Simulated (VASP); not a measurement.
Wanted: the native input for a VASP 6.6.1 run.

| Quantity | Value |
| --- | --- |
| Task | single point |
| Functional | PBEsol |
| Potentials or basis | VASP PAW PBE potentials, release 64 (Cl, Na_pv) |
| Cutoff | 520 eV |
| k mesh | 8 × 8 × 8 |
| Occupations | fermi-dirac, width 0.05 eV |
| Spin | no spin polarisation |
| Dipole correction | no |
| Further INCAR settings | ALGO = Normal; EDIFF = 1e-06; NBANDS = 14 |

The structure of NaCl lies in POSCAR:

```
NaCl
1.0
    0.0000000000      2.7940632177      2.7940632177
    2.7940632177      0.0000000000      2.7940632177
    2.7940632177      2.7940632177      0.0000000000
Cl Na
1 1
Direct
    0.4882060000      0.5126430000      0.5019320000
   -0.0041700000      0.0029950000     -0.0036060000
```

This cell differs from its parent crystal: atoms moved at random.

These files were run (other wordings do the same):

INCAR

```
PREC = Accurate
ENCUT = 520
EDIFF = 1E-6
ISMEAR = -1
SIGMA = 0.05
LREAL = F
LASPH = T
NELM = 80
ALGO = Normal
ISIF = 2
LWAVE = F
LCHARG = F
GGA = PS
NBANDS = 14
```

KPOINTS

```
Automatic mesh
0
Gamma
  8 8 8
```

Potentials or basis: VASP PAW PBE potentials, release 64 (Cl, Na_pv).

The run is started by

```bash
$ cat potpaw_PBE.64/Cl/POTCAR potpaw_PBE.64/Na_pv/POTCAR > POTCAR
$ mpirun -np 1 vasp_std > vasp.out
```

It gave:

* Pressure: 0.2 GPa
* Largest force: 0.065 eV/Å
* Band gap on the k mesh: 5.03 eV

Caveat: the cell differs from its parent crystal (atoms moved at random); the PAW data sets were made with another functional, which shifts forces and pressure a little.

It took 3.7 min on 1 thread of AMD EPYC 7R13, with other jobs on the host, peak memory 0.27 GiB.
